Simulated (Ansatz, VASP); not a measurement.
**F in VASP and in Ansatz**

```
F
1.0
     0.00000    1.71907    1.71907
     1.71907    0.00000    1.71907
     1.71907    1.71907    0.00000
F
1
Direct
  0.00000 0.00000 0.00000
```

Alike in both runs: task relaxation of cell and atoms; functional PBE; k mesh 28 × 28 × 28; occupations gaussian, width 0.1 eV; no spin polarisation.

```csv
,VASP,Ansatz
version,VASP 6.6.1,Ansatz 0.2.0
potentials or method,"VASP PAW PBE potentials, release 64 (F), cutoff 600 eV","scalar-relativistic, plane waves, PAW"
valence electrons in the cell,7,7
```

Ansatz gave:

```
gap on the k mesh at the Fermi level, each at its own relaxed structure (eV) : none
relaxed volume (Å³/atom)                                                     : 10.10
relaxed length of the cell vector where the two differ most in proportion (Å)              : 2.427
```

**Question.** Estimate VASP's values.

**Answer.** gap on the k mesh at the Fermi level, each at its own relaxed structure (eV): none; relaxed volume (Å³/atom): 10.00; relaxed length of the cell vector where the two differ most in proportion (Å): 2.418.

A gap of «none» marks a metal or a gap that the smearing closes.
